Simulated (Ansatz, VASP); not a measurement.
## One calculation of PbO, two programs

```
Pb O
1.0
    12.44693    0.00000    0.00000
     0.00000    3.59292    0.00000
     0.00000    0.00000    3.74783
Pb O
4 4
Cartesian
  1.7486 0.8982 0.6620
  10.6983 2.6947 3.0858
  4.4748 2.6947 2.5359
  7.9721 0.8982 1.2119
  10.1830 0.8982 1.6521
  2.2640 2.6947 2.0958
  8.4874 2.6947 3.5260
  3.9595 0.8982 0.2219
```

Alike in both runs: task relaxation of cell and atoms; functional PBE; k mesh 2 × 6 × 4; occupations gaussian, width 0.1 eV; no spin polarisation.

|  | VASP | Ansatz |
| --- | --- | --- |
| version | VASP 6.6.1 | Ansatz 0.2.0 |
| potentials or method | VASP PAW PBE potentials, release 64 (Pb_d, O), cutoff 600 eV | scalar-relativistic, plane waves, PAW |
| valence electrons in the cell | 80 | 80 |

```csv
,VASP,Ansatz,Ansatz less VASP
"gap on the k mesh at the Fermi level, each at its own relaxed structure (eV)",2.14,2.14,+0.008
relaxed volume (Å³/atom),21.01,20.95,-0.058
relaxed cell length with the largest relative difference (Å),12.473,12.447,-0.0261
```

Neither program's run includes spin-orbit coupling.
